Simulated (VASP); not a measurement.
Here is a VASP 6.6.1 calculation.

Contents of POSCAR:

```
Sc
1.0
    0.0000000000      2.2600000000      2.2600000000
    2.2600000000      0.0000000000      2.2600000000
    2.2600000000      2.2600000000      0.0000000000
Sc
1
Direct
    0.0000000000      0.0000000000      0.0000000000
```

The input INCAR.step1:

```
PREC = Accurate
ENCUT = 400
EDIFF = 1E-5
ISMEAR = 1
SIGMA = 0.05
LREAL = F
LASPH = T
NELM = 120
ALGO = Normal
ISIF = 2
LWAVE = T
LCHARG = F
GGA = PE
NBANDS = 12
GGA_COMPAT = F
```

Contents of INCAR.step2:

```
PREC = Accurate
ENCUT = 400
EDIFF = 1E-6
ISMEAR = 1
SIGMA = 0.05
LREAL = F
LASPH = T
NELM = 120
ALGO = Normal
ISIF = 2
LWAVE = F
LCHARG = F
GGA = B3
LHFCALC = T
AEXX = 0.2
AGGAX = 0.72
AGGAC = 0.81
ALDAC = 0.19
PRECFOCK = Normal
IVDW = 12
ISTART = 1
NBANDS = 12
GGA_COMPAT = F
```

Contents of KPOINTS:

```
Automatic mesh
0
Gamma
  7 7 7
```

Potentials or basis: VASP PAW PBE potentials, release 64 (Sc_sv).

The run is started by

```console
$ cat potpaw_PBE.64/Sc_sv/POTCAR > POTCAR
$ cp INCAR.step1 INCAR
$ mpirun -np 1 vasp_std > vasp.out
$ cp INCAR.step2 INCAR
$ mpirun -np 1 vasp_std > vasp.out
```

(1) Predict the band gap on the k mesh.

(2) What does it give for the pressure?

## Answers

(1) zero (an odd number of electrons rules out a gap without spin polarisation).

(2) -1.2 GPa.

Caveat: three body term missing; the PAW data sets were made with another functional, which shifts forces and pressure a little.
